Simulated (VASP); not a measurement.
# NiO (R-3m) in VASP: further runs, part 2 of 2

VASP 6.6.1.

## Step 4: Relaxation of shape and atoms at fixed volume, PBE+U, collinear spin, ferromagnetic start (9.73 Å³/atom)

This run uses another cell than the first one, of 9.73 Å³/atom.

File INCAR:

```
  ALGO = Normal
  EDIFF = 1E-7
  EDIFFG = -0.04
  ENCUT = 600
  GGA = PE
  IBRION = 2
  ISIF = 4
  ISMEAR = 0
  ISPIN = 2
  LASPH = T
  LCHARG = F
  LDAU = T
  LDAUJ = 0 0
  LDAUL = 2 -1
  LDAUPRINT = 1
  LDAUTYPE = 2
  LDAUU = 6.2 0
  LMAXMIX = 4
  LORBIT = 11
  LREAL = F
  LWAVE = F
  MAGMOM = 1.91 0.21
  NELM = 150
  NSW = 60
  PREC = Accurate
  SIGMA = 0.05
```

File KPOINTS:

```
k-points
0
Gamma
  10 10 10
```

File POSCAR:

```
NiO
1.0
    1.5095250829      0.8715247130      2.4642183262
   -1.5095250829      0.8715247130      2.4642183262
    0.0000000000     -1.7430494259      2.4642183262
Ni O
1 1
Direct
    1.0000000000      0.0000000000      0.0000000000
    0.5000000000      0.5000000000      0.5000000000
```

Potentials or basis: VASP PAW PBE potentials, release 64 (Ni, O).

Launch:

```bash
cat potpaw_PBE.64/Ni/POTCAR potpaw_PBE.64/O/POTCAR > POTCAR
mpirun -np 1 vasp_std > vasp.out
```

OUTCAR:

```text
EDIFF = 1E-7
   EDIFFG = -0.04
   ENCUT = 600
   GGA = PE
   IBRION = 2
   ISIF = 4
   ISMEAR = 0
   ISPIN = 2
   LASPH = T
   LORBIT = 11
   LREAL = F
   NELM = 150
   NSW = 60
   PREC = Accurate

 ion  position               nearest neighbor table
   1  0.000  0.000  0.000-   2 2.13   2 2.13   2 2.13   2 2.13   2 2.13   2 2.13
   2  0.500  0.500  0.500-   1 2.13   1 2.13   1 2.13   1 2.13   1 2.13   1 2.13

  LATTYP: Found a trigonal (rhomboedric) cell.
 ALAT       =     3.0183759309
 COS(alpha) =     0.4997765983

  Lattice vectors:

 A1 = (   1.5095250829,   0.8715247130,   2.4642183262)
 A2 = (  -1.5095250829,   0.8715247130,   2.4642183262)
 A3 = (   0.0000000000,  -1.7430494259,   2.4642183262)

Analysis of symmetry for initial positions (statically):
=====================================================================
 Subroutine PRICEL returns:
 Original cell was already a primitive cell.

 Routine SETGRP: Setting up the symmetry group for a
 trigonal (rhombohedral) supercell.

 Subroutine GETGRP returns: Found 12 space group operations
 (whereof 12 operations were pure point group operations)
 out of a pool of 12 trial point group operations.

The static configuration has the point symmetry D_3d.

Analysis of symmetry for dynamics (positions and initial velocities):
=====================================================================
 Subroutine PRICEL returns:
 Original cell was already a primitive cell.

 Routine SETGRP: Setting up the symmetry group for a
 trigonal (rhombohedral) supercell.

 Subroutine GETGRP returns: Found 12 space group operations
 (whereof 12 operations were pure point group operations)
 out of a pool of 12 trial point group operations.

The dynamic configuration has the point symmetry D_3d.

Analysis of structural, dynamic, and magnetic symmetry:
=====================================================================
 Subroutine PRICEL returns:
 Original cell was already a primitive cell.

 Routine SETGRP: Setting up the symmetry group for a
 trigonal (rhombohedral) supercell.

 Subroutine GETGRP returns: Found 12 space group operations
 (whereof 12 operations were pure point group operations)
 out of a pool of 12 trial point group operations.

The overall configuration has the point symmetry D_3d.

 Subroutine INISYM returns: Found 12 space group operations
 (whereof 12 operations are pure point group operations),
 and found     1 'primitive' translations

----------------------------------------------------------------------------------------

                                     Primitive cell

  volume of cell :      19.4514

  direct lattice vectors                    reciprocal lattice vectors
[... 128 lines left out ...]
   NGX = 13   NGY = 13   NGZ = 13

atom =   1  type =  1  l = 2

 onsite density matrix

spin component  1

  0.9971 -0.0000 -0.0000 -0.0216 -0.0000
 -0.0000  1.0124  0.0000  0.0000 -0.0216
 -0.0000  0.0000  0.9818 -0.0000  0.0000
 -0.0216  0.0000 -0.0000  1.0124  0.0000
 -0.0000 -0.0216  0.0000  0.0000  0.9971

spin component  2

  0.6958 -0.0000  0.0000  0.4024 -0.0000
 -0.0000  0.4117  0.0000 -0.0000  0.4024
  0.0000  0.0000  0.9805 -0.0000  0.0000
  0.4024 -0.0000 -0.0000  0.4117  0.0000
 -0.0000  0.4024  0.0000  0.0000  0.6958

 occupancies and eigenvectors

  o =  0.1270  v =  0.0000  0.0000  0.0000  0.0000  0.0000  0.5775  0.0000 -0.0000 -0.8164  0.0000      0.0000  0.0000  0.0000  0.0000  0.0000  0.0000  0.0000  0.0000  0.0000  0.0000
  o =  0.1270  v =  0.0000  0.0000  0.0000  0.0000  0.0000  0.0000 -0.8164  0.0000  0.0000  0.5775      0.0000  0.0000  0.0000  0.0000  0.0000  0.0000  0.0000  0.0000  0.0000  0.0000
  o =  0.9805  v =  0.0000  0.0000  0.0000  0.0000  0.0000  0.0000 -0.5775  0.0000  0.0000 -0.8164      0.0000  0.0000  0.0000  0.0000  0.0000  0.0000  0.0000  0.0000  0.0000  0.0000
  o =  0.9805  v =  0.0000  0.0000  0.0000  0.0000  0.0000 -0.8164  0.0000 -0.0000 -0.5775  0.0000      0.0000  0.0000  0.0000  0.0000  0.0000  0.0000  0.0000  0.0000  0.0000  0.0000
  o =  0.9805  v =  0.0000  0.0000  0.0000  0.0000  0.0000  0.0000 -0.0000 -1.0000  0.0000 -0.0000      0.0000  0.0000  0.0000  0.0000  0.0000  0.0000  0.0000  0.0000  0.0000  0.0000
  o =  0.9818  v = -0.0000  0.0000 -1.0000 -0.0000  0.0000  0.0000  0.0000  0.0000  0.0000  0.0000      0.0000  0.0000  0.0000  0.0000  0.0000  0.0000  0.0000  0.0000  0.0000  0.0000
  o =  0.9818  v = -0.0000 -0.5775 -0.0000 -0.0000 -0.8164  0.0000  0.0000  0.0000  0.0000  0.0000      0.0000  0.0000  0.0000  0.0000  0.0000  0.0000  0.0000  0.0000  0.0000  0.0000
  o =  0.9818  v = -0.8164  0.0000  0.0000 -0.5775  0.0000  0.0000  0.0000  0.0000  0.0000  0.0000      0.0000  0.0000  0.0000  0.0000  0.0000  0.0000  0.0000  0.0000  0.0000  0.0000
  o =  1.0277  v = -0.5775  0.0000  0.0000  0.8164 -0.0000  0.0000  0.0000  0.0000  0.0000  0.0000      0.0000  0.0000  0.0000  0.0000  0.0000  0.0000  0.0000  0.0000  0.0000  0.0000
  o =  1.0277  v =  0.0000  0.8164  0.0000 -0.0000 -0.5775  0.0000  0.0000  0.0000  0.0000  0.0000      0.0000  0.0000  0.0000  0.0000  0.0000  0.0000  0.0000  0.0000  0.0000  0.0000

 number of electron      16.0000009 magnetization       1.9999959

 Free energy of the ion-electron system (eV)
  ---------------------------------------------------
  ext. energy  EPLUGINS =         0.00000000
  ---------------------------------------------------
  free energy    TOTEN  =       -10.14297371 eV

  energy without entropy =      -10.14297371  energy(sigma->0) =      -10.14297371

 E-fermi :   6.2086     XC(G=0): -12.2660

 val. band max:        5.9158011865   @ k =   0.5000  -0.0000   0.0000
 cond. band min:       8.2707681669   @ k =   0.0000   0.0000   0.0000
 fundamental gap:      2.3549669804
 Fermi energy:         6.2086104031

 spin component 1

 k-point     1 :       0.0000    0.0000    0.0000
  band No.  band energies     occupation
      1     -12.3667      1.00000
      2      -0.1388      1.00000
      3      -0.1388      1.00000
      4       0.9742      1.00000
      5       0.9742      1.00000
      6       0.9754      1.00000
      7       4.7409      1.00000
      8       4.7409      1.00000
      9       4.7432      1.00000
     10       8.2708      0.00000
     11      23.4773      0.00000
     12      23.4773      0.00000
[... 745 lines left out ...]
      2       1.0745      1.00000
      3       1.4890      1.00000
      4       2.3086      1.00000
      5       2.5962      1.00000
      6       4.2129      1.00000
      7       4.3135      1.00000
      8       9.0215      0.00000
      9       9.4248      0.00000
     10      13.8395      0.00000
     11      17.6805      0.00000
     12      18.0820      0.00000
     13      22.8484      0.00000

 [... further k-points ...]

------------------------ aborting loop because EDIFF is reached ----------------------------------------

  FORCE on cell =-STRESS in cart. coord.  units (eV):
  Direction    XX          YY          ZZ          XY          YZ          ZX
  --------------------------------------------------------------------------------------
  -------------------------------------------------------------------------------------
  Total       -1.0436092     -1.0436092     -1.0366218     -0.0000000     -0.0000000      0.0000000
  in kB      -85.9603174    -85.9603174    -85.3847737     -0.0000000     -0.0000000      0.0000000
  external PRESSURE =     -85.7684695 kB  Pullay stress =       0.0000000 kB

 VOLUME and BASIS-vectors are now :
 -----------------------------------------------------------------------------
  energy-cutoff  :      600.00
  volume of cell :       19.45
      direct lattice vectors                 reciprocal lattice vectors
     1.509525083  0.871524713  2.464218326     0.331230004  0.191235732  0.135269400
    -1.509525083  0.871524713  2.464218326    -0.331230004  0.191235732  0.135269400
     0.000000000 -1.743049426  2.464218326     0.000000000 -0.382471465  0.135269400

 POSITION                                       TOTAL-FORCE (eV/Angst)
 -----------------------------------------------------------------------------------
      0.00000      0.00000      0.00000        -0.000000     -0.000000     -0.000000
      0.00000      0.00000      3.69633         0.000000      0.000000      0.000000
 -----------------------------------------------------------------------------------
    total drift:                               -0.000000      0.000000     -0.000000

  FREE ENERGIE OF THE ION-ELECTRON SYSTEM (eV)
  ---------------------------------------------------
  free  energy   TOTEN  =       -10.1429737119 eV

  energy  without entropy=      -10.1429737119  energy(sigma->0) =      -10.14297371

 reached required accuracy - stopping structural energy minimisation

 total charge

# of ion       s       p       d       tot
------------------------------------------
    1        0.326   0.378   8.172   8.875
    2        1.545   3.450   0.000   4.995
--------------------------------------------------
tot          1.871   3.828   8.172  13.870

 magnetization (x)

# of ion       s       p       d       tot
------------------------------------------
    1        0.012   0.012   1.803   1.827
    2        0.016   0.147   0.000   0.163
--------------------------------------------------
tot          0.028   0.159   1.803   1.989
```

OSZICAR:

```text
N       E                     dE             d eps       ncg     rms          rms(c)
DAV:   1     0.981850102772E+02    0.98185E+02   -0.87199E+03  6173   0.169E+03
DAV:   2    -0.271977680630E+01   -0.10090E+03   -0.89115E+02  6522   0.302E+02
DAV:   3    -0.956480769088E+01   -0.68450E+01   -0.67344E+01  6677   0.904E+01
DAV:   4    -0.963712729698E+01   -0.72320E-01   -0.72284E-01  6616   0.924E+00
DAV:   5    -0.963841719529E+01   -0.12899E-02   -0.12899E-02  6607   0.125E+00    0.143E+01
DAV:   6    -0.973612750688E+01   -0.97710E-01   -0.21847E+01  7657   0.995E+01    0.174E+01
DAV:   7    -0.975896808293E+01   -0.22841E-01   -0.18816E+00  6335   0.369E+01    0.828E+00
DAV:   8    -0.100207774097E+02   -0.26181E+00   -0.29961E-01  7482   0.758E+00    0.537E+00
DAV:   9    -0.101347059941E+02   -0.11393E+00   -0.94919E-02  8297   0.115E+01    0.592E-01
DAV:  10    -0.101428190062E+02   -0.81130E-02   -0.38277E-02  7662   0.318E+00    0.494E-01
DAV:  11    -0.101425251208E+02    0.29389E-03   -0.29001E-03  7700   0.153E+00    0.129E-01
DAV:  12    -0.101428862668E+02   -0.36115E-03   -0.35164E-04  6772   0.504E-01    0.504E-02
DAV:  13    -0.101429681072E+02   -0.81840E-04   -0.13023E-04  8388   0.282E-01    0.195E-02
DAV:  14    -0.101429735094E+02   -0.54022E-05   -0.29193E-05  7345   0.859E-02    0.736E-03
DAV:  15    -0.101429737169E+02   -0.20746E-06   -0.19466E-06  6220   0.214E-02    0.401E-03
DAV:  16    -0.101429737119E+02    0.49645E-08   -0.82792E-08  3356   0.307E-03
   1 F= -.10142974E+02 E0= -.10142974E+02  d E =-.101430E+02  mag=     2.0000
```

CONTCAR:

```text
NiO
   1.00000000000000
     1.5095250829000000    0.8715247130000000    2.4642183262000001
    -1.5095250829000000    0.8715247130000000    2.4642183262000001
     0.0000000000000000   -1.7430494259000000    2.4642183262000001
  Ni              O
     1     1
Direct
     0.0000000000000000    0.0000000000000000    0.0000000000000000
     0.5000000000000000    0.5000000000000000    0.5000000000000000

  0.00000000E+00  0.00000000E+00  0.00000000E+00
  0.00000000E+00  0.00000000E+00  0.00000000E+00
```

Run time: 56 s. Hardware: 1 thread of Intel Xeon 8259CL, shared host; peak memory 0.2 GiB.

What came out:

```yaml
Free_energy: -10.1430 eV
Pressure_after_relaxing: -8.6 GPa
Band_gap_on_the_k_mesh: 2.35 eV (least direct gap 3.14 eV)
Net_moment: 2.00 μB per cell
Site_moments: Ni +1.83; O +0.16 μB
Valence_electrons_inside_the_program's_atomic_spheres: Ni 8.88; O 5.00
```

Final structure:
```cif
data_structure
_symmetry_space_group_name_H-M 'P 1'
_symmetry_Int_Tables_number 1
_cell_length_a 3.0184
_cell_length_b 3.0184
_cell_length_c 3.0184
_cell_angle_alpha 60.015
_cell_angle_beta 60.015
_cell_angle_gamma 60.015
_cell_volume 19.45
loop_
_atom_site_label
_atom_site_type_symbol
_atom_site_fract_x
_atom_site_fract_y
_atom_site_fract_z
_atom_site_occupancy
Ni1 Ni 0.00000 0.00000 0.00000 1
O1 O 0.50000 0.50000 0.50000 1
```

Levels at points of the mesh, in eV from the valence-band top:
Spin up:
| k point | band 6 | band 7 | band 8 | band 9 | band 10 | band 11 | band 12 | band 13 |
| --- | --- | --- | --- | --- | --- | --- | --- | --- |
| (0.00, 0.00, 0.00) | -4.94 | -1.17 | -1.17 | -1.17 | 2.35 | 17.56 | 17.56 | 17.57 |
| (0.50, 0.00, 0.00) | -4.51 | -3.11 | 0.00 | 0.00 | 6.59 | 10.53 | 14.56 | 14.57 |
| (0.50, 0.50, 0.00) | -4.22 | -4.22 | -2.46 | -2.45 | 6.62 | 11.38 | 11.50 | 16.99 |
| (0.50, 0.50, 0.50) | -4.51 | -3.11 | 0.00 | 0.00 | 6.58 | 10.54 | 14.56 | 14.56 |
Spin down:
```
           k point  band 3  band 4  band 5  band 6  band 7  band 8  band 9  band 10  band 11  band 12
(0.00, 0.00, 0.00)   -3.94   -3.94   -0.85   -0.85   -0.85    2.62    2.62     2.70    17.81    17.81
(0.50, 0.00, 0.00)   -3.89   -3.89   -2.24   -1.79   -1.79    4.73    4.73     6.76    10.98    14.95
(0.50, 0.50, 0.00)   -4.57   -3.15   -3.15   -2.15   -2.15    3.03    3.37     7.26    11.65    11.75
(0.50, 0.50, 0.50)   -3.89   -3.89   -2.24   -1.79   -1.79    4.73    4.73     6.76    10.99    14.95
```

Eigenvalues of the final occupation matrices:
| site | spin | trace | eigenvalues |
| --- | --- | --- | --- |
| site 1 d | 1 | 5.00 | 0.98 0.98 0.98 1.03 1.03 |
| site 1 d | 2 | 3.20 | 0.13 0.13 0.98 0.98 0.98 |

Caveat: a cell with one magnetic atom can't hold antiferromagnetic order, which such compounds often take.

## Step 5: Overview

| cell | gap on the mesh (eV) | pressure (GPa) | moment (μB) |
| --- | --- | --- | --- |
| relaxed from a = 2.862 Å, angles 60.3°, 2 atoms | 2.32 | 22.6 | 2.00 |
| relaxed from a = 2.979 Å, angles 60.0°, 2 atoms | 2.57 | -2.4 | 2.00 |
| relaxed from a = 3.018 Å, angles 60.0°, 2 atoms | 2.35 | -8.6 | 2.00 |

Alike in all rows: task relaxation of shape and atoms at fixed volume; level PBE+U; potentials or basis VASP PAW PBE potentials, release 64 (Ni, O); spin collinear, ferromagnetic start; Ni d U = 6.2 eV; k mesh 10 × 10 × 10; cutoff (eV) 600; smearing gaussian 0.05 eV.

Caveats: a cell with one magnetic atom can't hold antiferromagnetic order, which such compounds often take.

Absolute energies hang on the potentials; compare differences alone.
